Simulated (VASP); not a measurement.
Write the native input for VASP 6.6.1 that does the following.

- Task: single point
- Functional: r2SCAN
- Potentials or basis: VASP PAW PBE potentials, release 64 (Sn_d, O)
- Cutoff: 520 eV
- k mesh: 12 × 12 × 12
- Occupations: fermi-dirac, width 0.1 eV
- Spin: no spin polarisation
- Dipole correction: no
- Further INCAR settings: ALGO = Normal; EDIFF = 1e-06; NBANDS = 17

The system is SnO (rock salt type).

```
Sn O
1.0
     0.00000    2.51579    2.51579
     2.51579    0.00000    2.51579
     2.51579    2.51579    0.00000
Sn O
1 1
Direct
  0.00000 0.00000 0.00000
  0.50000 0.50000 0.50000
```

One way to write it, as run:

POSCAR

```
SnO
1.0
    0.0000000000      2.5157894809      2.5157894809
    2.5157894809      0.0000000000      2.5157894809
    2.5157894809      2.5157894809      0.0000000000
Sn O
1 1
Direct
    0.0000000000      0.0000000000      0.0000000000
    0.5000000000      0.5000000000      0.5000000000
```

INCAR.step1

```
SYSTEM = SnO
ALGO = Normal
EDIFF = 1E-4
ENCUT = 520
GGA = PE
ISMEAR = -1
LASPH = .TRUE.
LCHARG = .FALSE.
LREAL = .FALSE.
LWAVE = .TRUE.
NBANDS = 17
NELM = 60
PREC = Accurate
SIGMA = 0.1
```

INCAR.step2

```
SYSTEM = SnO
ALGO = Normal
EDIFF = 1E-6
ENCUT = 520
ISIF = 2
ISMEAR = -1
ISTART = 1
LASPH = .TRUE.
LCHARG = .TRUE.
LELF = .TRUE.
LMIXTAU = .TRUE.
LREAL = .FALSE.
LVHAR = .TRUE.
LWAVE = .FALSE.
METAGGA = R2SCAN
NBANDS = 17
NELM = 60
PREC = Accurate
SIGMA = 0.1
```

KPOINTS

```
k-points
0
G
  12 12 12
  0 0 0
```

Potentials or basis: VASP PAW PBE potentials, release 64 (Sn_d, O).

The run is started by

```sh
$ cat potpaw_PBE.64/Sn_d/POTCAR potpaw_PBE.64/O/POTCAR > POTCAR
$ cp INCAR.step1 INCAR
$ mpirun -np 1 vasp_std > vasp.out
$ cp INCAR.step2 INCAR
$ mpirun -np 1 vasp_std > vasp.out
```

It gave:

| Item | Value |
| --- | --- |
| Pressure | 3.2 GPa |
| Band gap on the k mesh | 0.18 eV |

Caveat: the cell stands under pressure; the PAW data sets were made with another functional, which shifts forces and pressure a little; spin-orbit coupling is left out, which moves the levels of the heavy elements.

Wall time 2.4 min on 1 thread of Intel(R) Xeon(R) Platinum 8259CL CPU @ 2.50GHz (Skylake/Cascade Lake), with other jobs on the host, peak memory 0.19 GiB.
